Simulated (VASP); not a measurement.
# Mg12Cu (a cell with a defect) in VASP: further runs

Mg12Cu (a cell with a defect) is run at these levels: PBE+D3(BJ); tasks: single point.

All numbers are computed with VASP 6.6.1; they aren't measurements. Logs are shortened: lines on timing, memory, paths and dates and some standing lists are left out, and cuts for length are marked.

## 1. The cell of the first run

The cell holds a defect, 13 atoms: a = 6.420 Å, b = 9.630 Å, c = 5.213 Å, α = 90.00°, β = 90.00°, γ = 120.00°.

## 2. Single point, PBE+D3(BJ)

Contents of INCAR:

```
SYSTEM = Mg12Cu
PREC = Accurate
ENCUT = 520
EDIFF = 1E-6
ISMEAR = -1
SIGMA = 0.05
LREAL = .FALSE.
LASPH = .TRUE.
NELM = 80
ALGO = Normal
ISIF = 2
LWAVE = .FALSE.
LCHARG = .FALSE.
GGA = PE
IVDW = 12
NBANDS = 30
```

Contents of KPOINTS:

```
regular mesh
0
G
  3 2 3
  0 0 0
```

Contents of POSCAR:

```
Mg12Cu
1.0
    6.4200000000      0.0000000000      0.0000000000
   -4.8150000000      8.3398250000      0.0000000000
    0.0000000000      0.0000000000      5.2130400000
Mg Cu
12 1
Direct
    0.0436098343      0.0081138393     -0.0117361463
    0.1427910740      0.2414690956      0.4595401148
   -0.0115322568      0.3195324842     -0.0682216135
    0.2770926264      0.6107336785      0.5324482452
    0.0209954540      0.6448385907      0.0187017556
    0.1268458523      0.8550031925      0.4979979053
    0.5018384578     -0.0271701145      0.0182110630
    0.5394633004      0.1591805583      0.5338564446
    0.5166349459      0.3318237493      0.0233838605
    0.6762365320      0.5408034341      0.5298081350
    0.5639631696      0.6762998025      0.0214832420
    0.7095463917      0.9131843894      0.5095345518
   -0.1043038288      0.3963174287      0.3723769624
```

Potentials or basis: VASP PAW PBE potentials, release 64 (Mg, Cu).

On the command line:

```sh
$ cat potpaw_PBE.64/Mg/POTCAR potpaw_PBE.64/Cu/POTCAR > POTCAR
$ mpirun -np 1 vasp_std > vasp.out
```

OUTCAR:

```text
SYSTEM = Mg12Cu
   PREC = Accurate
   ENCUT = 520
   EDIFF = 1E-6
   ISMEAR = -1
   LREAL = .FALSE.
   LASPH = .TRUE.
   NELM = 80
   ISIF = 2
   GGA = PE
   IVDW = 12
 IVDW          = 12

 ion  position               nearest neighbor table
   1  0.044  0.008  0.988-   9 3.08  12 3.11   6 3.13   7 3.13  11 3.14   2 3.17   3 3.20   6 3.21
                            12 3.30   7 3.33   2 3.41   5 3.43   8 3.64
   2  0.143  0.241  0.460-  13 2.70   3 2.89  12 3.00   8 3.05   9 3.10   3 3.14   1 3.17  10 3.21
                             4 3.24   1 3.41   8 3.57   9 3.62
   3  0.988  0.320  0.932-  13 2.57   2 2.89   5 3.07   9 3.13  13 3.14   2 3.14   1 3.20   4 3.23
                             8 3.25   7 3.27   9 3.37  11 3.60
   4  0.277  0.611  0.532-  13 2.43  12 2.85  10 2.96   6 2.96  11 3.02  11 3.12   5 3.13   3 3.23
                             2 3.24   5 3.24  10 3.57
   5  0.021  0.645  0.019-  13 2.80   3 3.07   6 3.07  11 3.10   7 3.12   4 3.13   9 3.13  10 3.19
                             4 3.24   6 3.25  10 3.28  11 3.34   1 3.43
   6  0.127  0.855  0.498-   8 2.81   4 2.96  10 2.97  12 3.00   5 3.07   1 3.13   1 3.21   5 3.25
                             7 3.26   7 3.42  12 3.50
   7  0.502  0.973  0.018-   8 3.04  12 3.07  11 3.07   5 3.12   1 3.13  12 3.15   8 3.17   6 3.26
                             3 3.27   1 3.33   9 3.41   6 3.42
   8  0.539  0.159  0.534-  13 2.44   6 2.81   7 3.04   2 3.05  12 3.07   9 3.09   7 3.17   9 3.18
                             3 3.25  10 3.32   2 3.57   1 3.64
   9  0.517  0.332  0.023-  13 2.85   1 3.08   8 3.09   2 3.10  10 3.11   3 3.13   5 3.13  10 3.16
                            11 3.18   8 3.18   3 3.37   7 3.41   2 3.62
  10  0.676  0.541  0.530-  13 2.56   4 2.96   6 2.97   9 3.11  11 3.12   9 3.16   5 3.19  11 3.19
                             2 3.21   5 3.28   8 3.32  12 3.49   4 3.57
  11  0.564  0.676  0.021-   4 3.02   7 3.07   5 3.10   4 3.12  10 3.12   1 3.14   9 3.18  10 3.19
                            12 3.23  12 3.33   5 3.34   3 3.60
  12  0.710  0.913  0.510-   4 2.85   6 3.00   2 3.00   8 3.07   7 3.07   1 3.11   7 3.15  11 3.23
                             1 3.30  11 3.33  10 3.49   6 3.50
  13  0.896  0.396  0.372-   4 2.43   8 2.44  10 2.56   3 2.57   2 2.70   5 2.80   9 2.85   3 3.14

  LATTYP: Found a simple monoclinic cell.
 ALAT       =     6.4200000000
 B/A-ratio  =     0.8120000000
 C/A-ratio  =     1.3228757108
 COS(beta)  =    -0.1889822286

  Lattice vectors:

 A1 = (   6.4200000000,   0.0000000000,   0.0000000000)
 A2 = (   0.0000000000,   0.0000000000,   5.2130400000)
 A3 = (  -1.6050000000,  -8.3398250000,   0.0000000000)

Analysis of symmetry for initial positions (statically):
=====================================================================
 Subroutine PRICEL returns:
 Original cell was already a primitive cell.

 Routine SETGRP: Setting up the symmetry group for a
 simple monoclinic supercell.

 Subroutine GETGRP returns: Found  1 space group operations
 (whereof  1 operations were pure point group operations)
 out of a pool of  4 trial point group operations.

The static configuration has the point symmetry C_1 .

Analysis of symmetry for dynamics (positions and initial velocities):
=====================================================================
 Subroutine PRICEL returns:
 Original cell was already a primitive cell.

 Routine SETGRP: Setting up the symmetry group for a
 simple monoclinic supercell.

 Subroutine GETGRP returns: Found  1 space group operations
 (whereof  1 operations were pure point group operations)
 out of a pool of  4 trial point group operations.

The dynamic configuration has the point symmetry C_1 .

 Subroutine INISYM returns: Found  1 space group operations
 (whereof  1 operations are pure point group operations),
 and found     1 'primitive' translations

----------------------------------------------------------------------------------------

                                     Primitive cell

  volume of cell :     279.1149

[... 42 lines left out ...]
   EFERMI_NEDOS =   21; number of points for ismear=-14 and -15
   IALGO  =     38    algorithm
   IMIX   =      4    mixing-type and parameters
     AMIX     =   0.40;   BMIX     =  1.00
     AMIX_MAG =   1.60;   BMIX_MAG =  1.00
  volume/ion in A,a.u.               =      21.47       144.89
  Fermi-wavevector in a.u.,A,eV,Ry     =   0.819414  1.548467  9.135478  0.671439
  Thomas-Fermi vector in A             =   1.930214
   LORBIT       =      0    0 simple, 1 ext, 2 COOP (PROOUT), +10 PAW based schemes
   GGA     = PE    functional components
   LHFCALC =     F    Hartree Fock is set to
   AEXX    =    0.0000 exact exchange contribution
   IVDW    =    12    specifies the selected vdW correction
   LEPSILON=     F    determine dielectric tensor
   LRPA    =     F    only Hartree local field effects (RPA)
 non-spin polarized calculation
  energy-cutoff  :      520.00
  volume of cell :      279.11
 maximum number of plane-waves:      7549
   NGX = 23   NGY = 35   NGZ = 19

 number of electron      35.0000012 magnetization

 Free energy of the ion-electron system (eV)
  ---------------------------------------------------
  ext. energy  EPLUGINS =         0.00000000
  ---------------------------------------------------
  free energy    TOTEN  =       -20.48548396 eV

  energy without entropy =      -20.42420159  energy(sigma->0) =      -20.45484278

 E-fermi :   2.9159     XC(G=0):  -8.7512

 val. band max:        2.9128479664   @ k =   0.0000   0.5000   0.0000
 cond. band min:       2.9313725437   @ k =   0.0000   0.5000   0.3333
 fundamental gap:      0.0185245773
 Fermi energy:         2.9158662584

 k-point     1 :       0.0000    0.0000    0.0000
  band No.  band energies     occupation
      1      -4.2150      2.00000
      2      -2.1790      2.00000
      3      -1.9586      2.00000
      4      -0.8252      2.00000
      5      -0.6170      2.00000
      6      -0.4699      2.00000
[... 309 lines left out ...]
     28       6.6487      0.00000
     29       6.8447      0.00000
 [bands above 29 left out]

------------------------ aborting loop because EDIFF is reached ----------------------------------------

 Edisp (eV)   -3.95855

 E8    (eV) :    -1.7337

  FORCE on cell =-STRESS in cart. coord.  units (eV):
  Direction    XX          YY          ZZ          XY          YZ          ZX
  --------------------------------------------------------------------------------------
  -------------------------------------------------------------------------------------
  Total      -0.31883     2.25838    -3.46840     1.48946     0.82704    -1.76100
  in kB      -1.83017    12.96357   -19.90935     8.54980     4.74738   -10.10848
  external pressure =       -2.93 kB  Pullay stress =        0.00 kB

 VOLUME and BASIS-vectors are now :
 -----------------------------------------------------------------------------
  energy-cutoff  :      520.00
  volume of cell :      279.11
      direct lattice vectors                 reciprocal lattice vectors
     6.420000000  0.000000000  0.000000000     0.155763240  0.089929945  0.000000000
    -4.815000000  8.339825000  0.000000000     0.000000000  0.119906593  0.000000000
     0.000000000  0.000000000  5.213040000     0.000000000  0.000000000  0.191826650

 POSITION                                       TOTAL-FORCE (eV/Angst)
 -----------------------------------------------------------------------------------
      0.24091      0.06767      5.15186        -0.002906      0.000765     -0.015140
     -0.24596      2.01381      2.39560        -0.011299     -0.029600     -0.094662
      4.80741      2.66485      4.85740         0.017995      0.008693     -0.153752
     -1.16175      5.09341      2.77567        -0.016924     -0.042475      0.092471
     -2.97011      5.37784      0.09749        -0.005516      0.026390      0.053269
     -3.30249      7.13058      2.59608         0.017617      0.015968      0.010912
     -1.46237      8.11323      0.09493         0.005315      0.035623      0.053331
      2.69690      1.32754      2.78301         0.008314      0.028846      0.097162
      1.71906      2.76735      0.12190         0.004376      0.001780      0.066919
      1.73747      4.51021      2.76191         0.021835     -0.000218      0.088252
      0.36426      5.64022      0.11199        -0.015662     -0.013331      0.064161
      0.15830      7.61580      2.65622        -0.018148     -0.024770      0.036614
      3.84210      3.30522      1.94122        -0.004998     -0.007673     -0.299536
 -----------------------------------------------------------------------------------
    total drift:                                0.000138     -0.000156      0.000048

  FREE ENERGIE OF THE ION-ELECTRON SYSTEM (eV)
  ---------------------------------------------------
  free  energy   TOTEN  =       -24.4440341228 eV

  energy  without entropy=      -24.3827517571  energy(sigma->0) =      -24.41339294
```

Run time: 2 min. Hardware: 1 thread of Intel Xeon 8259CL, shared host; peak memory 0.37 GiB.

What came out:

```yaml
Free_energy: -24.4440 eV
Pressure: -0.3 GPa
Largest_force: 0.300 eV/Å
Band_gap_on_the_k_mesh: zero (an odd number of electrons rules out a gap without spin polarisation)
Dispersion_energy_per_atom: -0.305 eV
```

Forces on the atoms (eV/Å):
```
Mg  -0.003  0.001 -0.015
Mg  -0.011 -0.030 -0.095
Mg   0.018  0.009 -0.154
Mg  -0.017 -0.042  0.092
Mg  -0.006  0.026  0.053
Mg   0.018  0.016  0.011
Mg   0.005  0.036  0.053
Mg   0.008  0.029  0.097
Mg   0.004  0.002  0.067
Mg   0.022  0.000  0.088
Mg  -0.016 -0.013  0.064
Mg  -0.018 -0.025  0.037
Cu  -0.005 -0.008 -0.300
```

Stress tensor (GPa, compression positive):
```
-0.18  0.85 -1.01
 0.85  1.30  0.47
-1.01  0.47 -1.99
```

Caveat: the k points lie up to 0.40 Å⁻¹ apart, too coarse for converged energies and pressures of a metal.

## 3. Single point, PBE+D3(BJ)

Contents of INCAR:

```
SYSTEM = Mg12Cu
ALGO     = Normal         ! electronic algorithm
EDIFF    = 1E-7           ! SCF threshold, eV
ENCUT    = 520            ! plane-wave cutoff, eV
GGA      = PE             ! functional
ISIF     = 2              ! what is computed and relaxed
ISMEAR   = -1             ! smearing method
IVDW     = 12             ! dispersion correction
LASPH    = .TRUE.         ! aspherical terms in the spheres
LCHARG   = .FALSE.        ! write CHGCAR
LREAL    = .FALSE.        ! projectors in reciprocal space
LWAVE    = .FALSE.        ! write WAVECAR
NBANDS   = 30             ! bands
NELM     = 80             ! most SCF steps
PREC     = Accurate       ! precision mode
SIGMA    = 0.05           ! smearing width, eV
```

Contents of KPOINTS:

```
k-points
0
G
  3 2 3
  0 0 0
```

Contents of POSCAR:

```
Mg12Cu
1.0
    6.4200000000      0.0000000000      0.0000000000
   -4.8150000000      8.3398250000      0.0000000000
    0.0000000000      0.0000000000      5.2130400000
Mg Cu
12 1
Direct
    0.0615334623      0.0090853225     -0.0380173565
    0.1053875596      0.2141478988      0.4175498366
    0.0108823251      0.3301668800     -0.1144305434
    0.2541281362      0.5905045969      0.5059495036
    0.0388106552      0.6544513824      0.0089084296
    0.1249295776      0.8584732893      0.4769424367
    0.5545928541      0.0133464431      0.0705923991
    0.5282075831      0.1667451056      0.5749691159
    0.5151179136      0.3415939783      0.0363615088
    0.6863718469      0.5353595549      0.5365648451
    0.5727984353      0.6852666573      0.0266660145
    0.6760803972      0.8999827934      0.5519593174
   -0.1265095943      0.3711797310      0.3194851756
```

Potentials or basis: VASP PAW PBE potentials, release 64 (Mg, Cu).

On the command line:

```sh
$ cat potpaw_PBE.64/Mg/POTCAR potpaw_PBE.64/Cu/POTCAR > POTCAR
$ mpirun -np 1 vasp_std > vasp.out
```

Run time: 2.4 min. Hardware: 1 thread of Intel Xeon 8259CL, shared host; peak memory 0.39 GiB.

The run converged. Its results:

- Free energy: -24.5590 eV
- Pressure: -0.3 GPa
- Largest force: 0.020 eV/Å
- Band gap on the k mesh: zero (an odd number of electrons rules out a gap without spin polarisation)
- Dispersion energy per atom: -0.305 eV

Forces on the atoms (eV/Å):
```
Mg  -0.005  0.002  0.005
Mg   0.019 -0.004 -0.004
Mg  -0.001  0.003  0.001
Mg   0.002 -0.005  0.009
Mg  -0.003  0.006 -0.015
Mg  -0.010 -0.009 -0.002
Mg   0.001 -0.003 -0.004
Mg   0.005  0.016  0.000
Mg  -0.003  0.002  0.000
Mg  -0.002  0.000  0.000
Mg   0.004 -0.009  0.008
Mg  -0.003  0.003 -0.003
Cu  -0.005 -0.003  0.005
```

Stress tensor (GPa, compression positive):
```
-1.41  0.53 -1.07
 0.53  0.49  0.31
-1.07  0.31  0.04
```

Levels at points of the mesh, in eV from the Fermi level:
```csv
k point,band 14,band 15,band 16,band 17,band 18,band 19,band 20,band 21
"(0.00, 0.00, 0.00)",-1.46,-0.39,-0.19,0.11,0.24,0.46,0.50,1.39
"(0.00, 0.50, 0.00)",-1.29,-1.23,-0.99,-0.73,-0.48,0.10,1.65,1.67
```

Caveat: the k points lie up to 0.40 Å⁻¹ apart, too coarse for converged energies and pressures of a metal.

## 4. Single point, PBE+D3(BJ)

Contents of INCAR:

```
SYSTEM = Mg12Cu
PREC     = Accurate       ! precision mode
ENCUT    = 520            ! plane-wave cutoff, eV
EDIFF    = 1E-6           ! SCF threshold, eV
ISMEAR   = -1             ! smearing method
SIGMA    = 0.05           ! smearing width, eV
LREAL    = .FALSE.        ! projectors in reciprocal space
LASPH    = .TRUE.         ! aspherical terms in the spheres
NELM     = 60             ! most SCF steps
ALGO     = Normal         ! electronic algorithm
ISIF     = 2              ! what is computed and relaxed
LWAVE    = .FALSE.        ! write WAVECAR
LCHARG   = .TRUE.         ! write CHGCAR
GGA      = PE             ! functional
IVDW     = 12             ! dispersion correction
LELF     = .TRUE.         ! ELF
LVHAR    = .TRUE.       
NBANDS   = 30             ! bands
```

Contents of KPOINTS:

```
regular mesh
0
G
  3 2 3
  0 0 0
```

Contents of POSCAR:

```
Mg12Cu
1.0
    6.4200000000      0.0000000000      0.0000000000
   -4.8150000000      8.3398250000      0.0000000000
    0.0000000000      0.0000000000      5.2130400000
Mg Cu
12 1
Direct
    0.0509553088      0.0112513152      0.0136523027
    0.1308424748      0.2341041928      0.5385567730
    0.0101824747      0.3319479725      0.0599605988
    0.2729314106      0.6064784333      0.4827774197
    0.0259721575      0.6488046212     -0.0132958888
    0.1205207214      0.8508481893      0.5033036386
    0.5171448137     -0.0167633014     -0.0235417338
    0.5246102733      0.1540170207      0.4615531437
    0.5235832987      0.3337675551     -0.0242399828
    0.6709265684      0.5381139292      0.4738480810
    0.5691351929      0.6804037255     -0.0124620183
    0.7017890437      0.9083095868      0.4880267560
   -0.1137120551      0.3884993990      0.6170140647
```

On the command line:

```sh
$ cat potpaw_PBE.64/Mg/POTCAR potpaw_PBE.64/Cu/POTCAR > POTCAR
$ mpirun -np 1 vasp_std > vasp.out
```

Run time: 1.8 min. Hardware: 1 thread of Intel Xeon 8259CL, shared host; peak memory 0.38 GiB.

It converged, with:

```yaml
Free_energy: -24.4021 eV
Pressure: -0.3 GPa
Largest_force: 0.363 eV/Å
Band_gap_on_the_k_mesh: zero (an odd number of electrons rules out a gap without spin polarisation)
Dispersion_energy_per_atom: -0.305 eV
```

Forces in eV/Å, atoms in the order of the input:
```
Mg  -0.017 -0.021  0.019
Mg   0.010  0.004  0.090
Mg  -0.021 -0.034  0.195
Mg  -0.004 -0.022 -0.112
Mg  -0.002  0.013 -0.063
Mg   0.013  0.012  0.002
Mg  -0.014 -0.021 -0.082
Mg   0.063  0.088 -0.124
Mg  -0.013 -0.007 -0.093
Mg   0.034  0.002 -0.090
Mg  -0.018 -0.013 -0.061
Mg   0.002  0.000 -0.043
Cu  -0.033 -0.001  0.362
```

Stress tensor (GPa, compression positive):
```
-0.27  0.78  0.92
 0.78  1.51 -0.39
 0.92 -0.39 -2.15
```

Levels at points of the mesh, in eV from the Fermi level:
```tsv
k point	band 15	band 16	band 17	band 18	band 19	band 20
(0.00, 0.00, 0.00)	-0.39	-0.18	0.15	0.20	0.49	0.56
(0.00, 0.50, 0.00)	-1.25	-0.83	-0.80	-0.47	0.01	1.61
```

Caveat: the k points lie up to 0.40 Å⁻¹ apart, too coarse for converged energies and pressures of a metal.

## 5. Single point, PBE+D3(BJ)

Contents of INCAR:

```
SYSTEM = Mg12Cu
  PREC = Accurate
  ENCUT = 520
  EDIFF = 1E-6
  ISMEAR = -1
  SIGMA = 0.05
  LREAL = .False.
  LASPH = .True.
  NELM = 80
  ALGO = Normal
  ISIF = 2
  LWAVE = .False.
  LCHARG = .False.
  GGA = PE
  IVDW = 12
  NBANDS = 30
```

Contents of KPOINTS:

```
Automatic mesh
0
Gamma
  3 2 3
  0 0 0
```

Contents of POSCAR:

```
Mg12Cu
1.0
    6.4200000000      0.0000000000      0.0000000000
   -4.8150000000      8.3398250000      0.0000000000
    0.0000000000      0.0000000000      5.2130400000
Mg Cu
12 1
Direct
    0.0507919395      0.0112663035     -0.0133421190
    0.1307411347      0.2341613883      0.4616943281
    0.0100210399      0.3319512100     -0.0597269539
    0.2728142622      0.6065170432      0.5175759250
    0.0258146749      0.6488154128      0.0137029449
    0.1204191148      0.8508678539      0.4971412074
    0.5169406166     -0.0167911197      0.0235120007
    0.5245082816      0.1540444794      0.5383714685
    0.5234424333      0.3337863804      0.0242885150
    0.6708029795      0.5381628511      0.5263051885
    0.5689892178      0.6804236300      0.0126622853
    0.7016927335      0.9083408825      0.5120282983
   -0.1137969652      0.3885836933      0.3831714316
```

On the command line:

```sh
$ cat potpaw_PBE.64/Mg/POTCAR potpaw_PBE.64/Cu/POTCAR > POTCAR
$ mpirun -np 1 vasp_std > vasp.out
```

Wall time 1.9 min (1 thread of Intel Xeon 8259CL, shared host); peak memory 0.38 GiB.

It converged, with:

```
Free energy                : -24.4018 eV
Pressure                   : -0.3 GPa
Largest force              : 0.363 eV/Å
Band gap on the k mesh     : zero (an odd number of electrons rules out a gap without spin polarisation)
Dispersion energy per atom : -0.305 eV
```

Forces on the atoms (eV/Å):
```
Mg  -0.017 -0.021 -0.019
Mg   0.010  0.004 -0.090
Mg  -0.021 -0.034 -0.195
Mg  -0.004 -0.022  0.112
Mg  -0.002  0.013  0.062
Mg   0.013  0.012 -0.003
Mg  -0.014 -0.021  0.083
Mg   0.064  0.088  0.125
Mg  -0.013 -0.007  0.094
Mg   0.034  0.002  0.090
Mg  -0.018 -0.013  0.061
Mg   0.002  0.000  0.043
Cu  -0.033 -0.001 -0.362
```

Stress tensor (GPa, compression positive):
```
-0.27  0.78 -0.92
 0.78  1.51  0.38
-0.92  0.38 -2.15
```

Levels at points of the mesh, in eV from the Fermi level:
```
           k point  band 15  band 16  band 17  band 18  band 19  band 20
(0.00, 0.00, 0.00)    -0.39    -0.18     0.15     0.20     0.49     0.56
(0.00, 0.50, 0.00)    -1.25    -0.83    -0.80    -0.47     0.01     1.61
```

Caveat: the k points lie up to 0.40 Å⁻¹ apart, too coarse for converged energies and pressures of a metal.

## 6. Overview

| cell | gap on the mesh (eV) | pressure (GPa) | largest force (eV/Å) |
| --- | --- | --- | --- |
| as given, atomic positions A | none | -0.3 | 0.30 |
| as given, atomic positions B | none | -0.3 | 0.02 |
| as given, atomic positions C | none | -0.3 | 0.36 |
| as given, atomic positions D | none | -0.3 | 0.36 |

Alike in all rows: task single point; level PBE+D3(BJ); potentials or basis VASP PAW PBE potentials, release 64 (Mg, Cu); no spin polarisation; k mesh 3 × 2 × 3; cutoff (eV) 520; smearing fermi-dirac 0.05 eV.

Caveats: all runs use coarse meshes.

Absolute energies hang on the potentials; compare differences alone.

The gap in the log of VASP goes by the Fermi energy; the results here count the filled bands.